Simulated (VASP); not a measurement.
# GaSe (P6_3/mmc) in VASP: further runs

Runs on GaSe. Level: PBE. Tasks: single point, relaxation of cell and atoms.

All numbers are computed with VASP 6.6.1; they aren't measurements. Logs are shortened: lines on timing, memory, paths and dates and some standing lists are left out, and cuts for length are marked.

### Step 1. The cell of the first run

Symmetry: P6_3/mmc, No. 194, hexagonal system. Conventional cell: a = 3.816 Å, b = 3.816 Å, c = 18.259 Å, α = 90.00°, β = 90.00°, γ = 120.00°. Ga (site symmetry 3m) has 1 Ga at 2.47 Å and 3 Se at 2.50 Å within 3.3 Å. Se (site symmetry 3m) has 3 Ga at 2.50 Å within 3.3 Å.

### Step 2. Single point, PBE

The input, INCAR:

```
  ALGO = Normal
  EDIFF = 1E-6
  ENCUT = 500
  GGA = PE
  GGA_COMPAT = False
  ISIF = 2
  ISMEAR = 0
  LASPH = True
  LCHARG = True
  LELF = True
  LREAL = False
  LVHAR = True
  LWAVE = False
  NBANDS = 48
  NELM = 120
  PREC = Accurate
  SIGMA = 0.02
```

The input, KPOINTS:

```
k-points
0
Gamma
  9 9 2
```

The input, POSCAR:

```
GaSe
1.0
    3.8156556589      0.0000000000      0.0000000000
   -1.9078278295      3.3044547327      0.0000000000
    0.0000000000      0.0000000000     18.2593524947
Ga Se
4 4
Direct
    0.3333333333      0.6666666667      0.1823946465
    0.6666666667      0.3333333333      0.6823946465
    0.3333333333      0.6666666667      0.3176053535
    0.6666666667      0.3333333333      0.8176053535
    0.3333333333      0.6666666667      0.6182356794
    0.6666666667      0.3333333333      0.1182356794
    0.3333333333      0.6666666667      0.8817643206
    0.6666666667      0.3333333333      0.3817643206
```

Potentials or basis: VASP PAW PBE potentials, release 64 (Ga_d, Se).

The run is started by

```bash
$ cat potpaw_PBE.64/Ga_d/POTCAR potpaw_PBE.64/Se/POTCAR > POTCAR
$ mpirun -np 1 vasp_std > vasp.out
```

OUTCAR:

```text
EDIFF = 1E-6
   ENCUT = 500
   GGA = PE
   ISIF = 2
   ISMEAR = 0
   LASPH = True
   LREAL = False
   NELM = 120
   PREC = Accurate

 ion  position               nearest neighbor table
   1  0.333  0.667  0.182-   3 2.47   6 2.50   6 2.50   6 2.50
   2  0.667  0.333  0.682-   4 2.47   5 2.50   5 2.50   5 2.50
   3  0.333  0.667  0.318-   1 2.47   8 2.50   8 2.50   8 2.50
   4  0.667  0.333  0.818-   2 2.47   7 2.50   7 2.50   7 2.50
   5  0.333  0.667  0.618-   2 2.50   2 2.50   2 2.50
   6  0.667  0.333  0.118-   1 2.50   1 2.50   1 2.50
   7  0.333  0.667  0.882-   4 2.50   4 2.50   4 2.50
   8  0.667  0.333  0.382-   3 2.50   3 2.50   3 2.50

  LATTYP: Found a hexagonal cell.
 ALAT       =     3.8156556589
 C/A-ratio  =     4.7853774363

  Lattice vectors:

 A1 = (   3.8156556589,   0.0000000000,   0.0000000000)
 A2 = (  -1.9078278295,   3.3044547327,   0.0000000000)
 A3 = (   0.0000000000,   0.0000000000,  18.2593524947)

Analysis of symmetry for initial positions (statically):
=====================================================================
 Subroutine PRICEL returns:
 Original cell was already a primitive cell.

 Routine SETGRP: Setting up the symmetry group for a
 hexagonal supercell.

 Subroutine GETGRP returns: Found 24 space group operations
 (whereof 12 operations were pure point group operations)
 out of a pool of 24 trial point group operations.

The static configuration has the point symmetry D_3d.
 The point group associated with its full space group is D_6h.

Analysis of symmetry for dynamics (positions and initial velocities):
=====================================================================
 Subroutine PRICEL returns:
 Original cell was already a primitive cell.

 Routine SETGRP: Setting up the symmetry group for a
 hexagonal supercell.

 Subroutine GETGRP returns: Found 24 space group operations
 (whereof 12 operations were pure point group operations)
 out of a pool of 24 trial point group operations.

The dynamic configuration has the point symmetry D_3d.
 The point group associated with its full space group is D_6h.

 Subroutine INISYM returns: Found 24 space group operations
 (whereof 12 operations are pure point group operations),
 and found     1 'primitive' translations

----------------------------------------------------------------------------------------

                                     Primitive cell

  volume of cell :     230.2260

  direct lattice vectors                    reciprocal lattice vectors
     3.815655659  0.000000000  0.000000000     0.262078156  0.151310894  0.000000000
    -1.907827829  3.304454733  0.000000000     0.000000000  0.302621788  0.000000000
     0.000000000  0.000000000 18.259352495     0.000000000  0.000000000  0.054766455

  length of vectors
     3.815655659  3.815655659 18.259352495     0.302621788  0.302621788  0.054766455

  position of ions in fractional coordinates (direct lattice)
     0.333333333  0.666666667  0.182394647
     0.666666667  0.333333333  0.682394647
     0.333333333  0.666666667  0.317605353
     0.666666667  0.333333333  0.817605353
     0.333333333  0.666666667  0.618235679
     0.666666667  0.333333333  0.118235679
     0.333333333  0.666666667  0.881764321
     0.666666667  0.333333333  0.381764321

  ion indices of the primitive-cell ions
   primitive index   ion index
                 1           1
                 2           2
                 3           3
                 4           4
                 5           5
                 6           6
                 7           7
                 8           8

----------------------------------------------------------------------------------------

 KPOINTS: k-points

Automatic generation of k-mesh.
 Grid dimensions read from file:
 generate k-points for:    9    9    2

 Generating k-lattice:

  Cartesian coordinates                     Fractional coordinates (reciprocal lattice)
     0.029119795  0.016812322  0.000000000     0.111111111  0.000000000  0.000000000
     0.000000000  0.033624643  0.000000000     0.000000000  0.111111111  0.000000000
     0.000000000  0.000000000  0.027383227     0.000000000  0.000000000  0.500000000

  Length of vectors
     0.033624643  0.033624643  0.027383227

  Shift w.r.t. Gamma in fractional coordinates (k-lattice)
     0.000000000  0.000000000  0.000000000

 Subroutine IBZKPT returns following result:
 ===========================================

 Found     24 irreducible k-points:

 Following reciprocal coordinates:
            Coordinates               Weight
  0.000000  0.000000  0.000000      1.000000
  0.111111  0.000000  0.000000      6.000000
  0.222222  0.000000  0.000000      6.000000
  0.333333  0.000000  0.000000      6.000000
  0.444444  0.000000  0.000000      6.000000
  0.111111  0.111111  0.000000      6.000000
[... 16 lines left out ...]
  0.333333  0.222222  0.500000     12.000000
  0.333333  0.333333  0.500000      2.000000
   k-points           NKPTS =     24   k-points in BZ     NKDIM =     24   number of bands    NBANDS=     48
   number of dos      NEDOS =    301   number of ions     NIONS =      8
   total plane-waves  NPLWV = 109760
   dimension x,y,z NGX =    28 NGY =   28 NGZ =  140
   dimension x,y,z NGXF=    56 NGYF=   56 NGZF=  280
   ions per type =               4   4
   NGX,Y,Z   is equivalent  to a cutoff of  12.20, 12.20, 12.75 a.u.
   NGXF,Y,Z  is equivalent  to a cutoff of  24.40, 24.40, 25.49 a.u.
 SYSTEM =  unknown system
   PREC   = accura    normal or accurate (medium, high low for compatibility)
   ISTART =      0    job   : 0-new  1-cont  2-samecut
   ICHARG =      2    charge: 1-file 2-atom 10-const
   ISPIN  =      1    spin polarized calculation?
   LNONCOLLINEAR =      F non collinear calculations
   LSORBIT =      F    spin-orbit coupling
   LASPH  =      T    aspherical Exc in radial PAW
   ENCUT  =  500.0 eV  36.75 Ry    6.06 a.u.   6.96  6.96 33.29*2*pi/ulx,y,z
   NELM   =    120;   NELMIN=  2; NELMDL= -5     # of ELM steps
   EDIFF  = 0.1E-05   stopping-criterion for ELM
   LREAL  =      F    real-space projection
   EDIFFG = 0.1E-04   stopping-criterion for IOM
   NSW    =      0    number of steps for IOM
   IBRION =     -1    ionic relax: 0-MD 1-quasi-New 2-CG
   NFREE  =      0    steps in history (QN), initial steepest desc. (CG)
   ISIF   =      2    stress and relaxation
   ISYM   =      2    0-nonsym 1-usesym 2-fastsym
   POTIM  = 0.5000    time-step for ionic-motion
   TEBEG  =    0.0;   TEEND  =   0.0 temperature during run
   PSTRESS=    0.0 pullay stress
   NELECT =      76.0000    total number of electrons
   NUPDOWN=      -1.0000    fix difference up-down
   EMIN   =  10.00;   EMAX   =-10.00  energy-range for DOS
   EFERMI =   0.00;   METHOD = LEGACY
   ISMEAR =     0;   SIGMA  =   0.02  broadening in eV -4-tet -1-fermi 0-gaus
   EFERMI_NEDOS =   21; number of points for ismear=-14 and -15
   IALGO  =     38    algorithm
   IMIX   =      4    mixing-type and parameters
     AMIX     =   0.40;   BMIX     =  1.00
     AMIX_MAG =   1.60;   BMIX_MAG =  1.00
  volume/ion in A,a.u.               =      28.78       194.21
  Fermi-wavevector in a.u.,A,eV,Ry     =   1.131431  2.138094 17.417296  1.280135
  Thomas-Fermi vector in A             =   2.268130
   LORBIT       =      0    0 simple, 1 ext, 2 COOP (PROOUT), +10 PAW based schemes
   GGA     = PE    functional components
   LHFCALC =     F    Hartree Fock is set to
   AEXX    =    0.0000 exact exchange contribution
   IVDW    =     0    specifies the selected vdW correction
   LEPSILON=     F    determine dielectric tensor
   LRPA    =     F    only Hartree local field effects (RPA)
 non-spin polarized calculation
 Gauss-broadening in eV      SIGMA  =   0.02
  energy-cutoff  :      500.00
  volume of cell :      230.23
 maximum number of plane-waves:      5873
 NGX is ok and might be reduce to    28
   NGX = 13   NGY = 13   NGZ = 67

 number of electron      75.9999988 magnetization

 Free energy of the ion-electron system (eV)
  ---------------------------------------------------
  ext. energy  EPLUGINS =         0.00000000
  ---------------------------------------------------
  free energy    TOTEN  =       -30.36539877 eV

  energy without entropy =      -30.36539877  energy(sigma->0) =      -30.36539877

 E-fermi :   1.7412     XC(G=0):  -8.3297

 val. band max:        1.6449296758   @ k =   0.1111   0.0000   0.0000
 cond. band min:       2.9844307567   @ k =   0.0000   0.0000   0.0000
 fundamental gap:      1.3395010809
 Fermi energy:         1.7412201254

 k-point     1 :       0.0000    0.0000    0.0000
  band No.  band energies     occupation
      1     -12.9793      2.00000
      2     -12.9793      2.00000
      3     -12.8679      2.00000
      4     -12.8679      2.00000
      5     -12.8679      2.00000
      6     -12.8679      2.00000
[... 40 lines left out ...]
     47       7.4316      0.00000
     48       7.4369      0.00000

 k-point     2 :       0.1111    0.0000    0.0000
  band No.  band energies     occupation
      1     -12.9800      2.00000
      2     -12.9800      2.00000
      3     -12.8936      2.00000
      4     -12.8933      2.00000
      5     -12.8663      2.00000
      6     -12.8663      2.00000
[... 40 lines left out ...]
     47       6.9279      0.00000
     48       7.1410      0.00000

 k-point     3 :       0.2222    0.0000    0.0000
  band No.  band energies     occupation
      1     -12.9916      2.00000
      2     -12.9913      2.00000
      3     -12.9338      2.00000
      4     -12.9335      2.00000
      5     -12.8992      2.00000
      6     -12.8985      2.00000
[... 40 lines left out ...]
     47       6.6214      0.00000
     48       6.8681      0.00000

 k-point     4 :       0.3333    0.0000    0.0000
  band No.  band energies     occupation
      1     -13.0242      2.00000
      2     -13.0237      2.00000
      3     -12.9473      2.00000
      4     -12.9467      2.00000
      5     -12.9452      2.00000
      6     -12.9450      2.00000
[... 958 lines left out ...]
     47       7.3151      0.00000
     48       7.3151      0.00000

 k-point    23 :       0.3333    0.2222    0.5000
  band No.  band energies     occupation
      1     -13.0476      2.00000
      2     -13.0476      2.00000
      3     -12.9777      2.00000
      4     -12.9777      2.00000
      5     -12.9454      2.00000
      6     -12.9454      2.00000
[... 40 lines left out ...]
     47       7.2288      0.00000
     48       7.2288      0.00000

 k-point    24 :       0.3333    0.3333    0.5000
  band No.  band energies     occupation
      1     -13.0501      2.00000
      2     -13.0501      2.00000
      3     -12.9819      2.00000
      4     -12.9819      2.00000
      5     -12.9452      2.00000
      6     -12.9452      2.00000
[... 40 lines left out ...]
     47       7.9785      0.00000
     48       7.9785      0.00000

------------------------ aborting loop because EDIFF is reached ----------------------------------------

  FORCE on cell =-STRESS in cart. coord.  units (eV):
  Direction    XX          YY          ZZ          XY          YZ          ZX
  --------------------------------------------------------------------------------------
  -------------------------------------------------------------------------------------
  Total        0.1712565      0.1712565      0.1629929     -0.0000000      0.0000000      0.0000000
  in kB        1.1917997      1.1917997      1.1342921     -0.0000000      0.0000000      0.0000000
  external PRESSURE =       1.1726305 kB  Pullay stress =       0.0000000 kB

 VOLUME and BASIS-vectors are now :
 -----------------------------------------------------------------------------
  energy-cutoff  :      500.00
  volume of cell :      230.23
      direct lattice vectors                 reciprocal lattice vectors
     3.815655659  0.000000000  0.000000000     0.262078156  0.151310894  0.000000000
    -1.907827829  3.304454733  0.000000000     0.000000000  0.302621788  0.000000000
     0.000000000  0.000000000 18.259352495     0.000000000  0.000000000  0.054766455

 POSITION                                       TOTAL-FORCE (eV/Angst)
 -----------------------------------------------------------------------------------
     -0.00000      2.20297      3.33041         0.000000     -0.000000      0.017923
      1.90783      1.10148     12.46008        -0.000000      0.000000      0.017923
     -0.00000      2.20297      5.79927         0.000000      0.000000     -0.017923
      1.90783      1.10148     14.92894        -0.000000      0.000000     -0.017923
     -0.00000      2.20297     11.28858        -0.000000     -0.000000     -0.025455
      1.90783      1.10148      2.15891        -0.000000      0.000000     -0.025455
     -0.00000      2.20297     16.10045        -0.000000      0.000000      0.025455
      1.90783      1.10148      6.97077        -0.000000      0.000000      0.025455
 -----------------------------------------------------------------------------------
    total drift:                               -0.000000      0.000000      0.000000

  FREE ENERGIE OF THE ION-ELECTRON SYSTEM (eV)
  ---------------------------------------------------
  free  energy   TOTEN  =       -30.3653987747 eV

  energy  without entropy=      -30.3653987747  energy(sigma->0) =      -30.36539877
```

Run time: 7.3 min. Hardware: 1 thread of Intel Xeon Platinum 8259CL at 2.50GHz (Skylake/Cascade Lake), shared host; peak memory 0.43 GiB.

Results:

```
Free energy            : -30.3654 eV
Pressure               : 0.1 GPa
Largest force          : 0.025 eV/Å
Band gap on the k mesh : 1.34 eV (least direct gap 1.36 eV)
```

Forces on the atoms (eV/Å):
```
Ga   0.000  0.000  0.018
Ga   0.000  0.000  0.018
Ga   0.000  0.000 -0.018
Ga   0.000  0.000 -0.018
Se   0.000  0.000 -0.025
Se   0.000  0.000 -0.025
Se   0.000  0.000  0.025
Se   0.000  0.000  0.025
```

Caveat: an odd mesh through Γ misses points on the zone boundary, where band edges can lie; this functional lacks dispersion, which binds the layers, so the pressure and a relaxed spacing across them are unreliable.

(Part 1 of 2 ends here.)
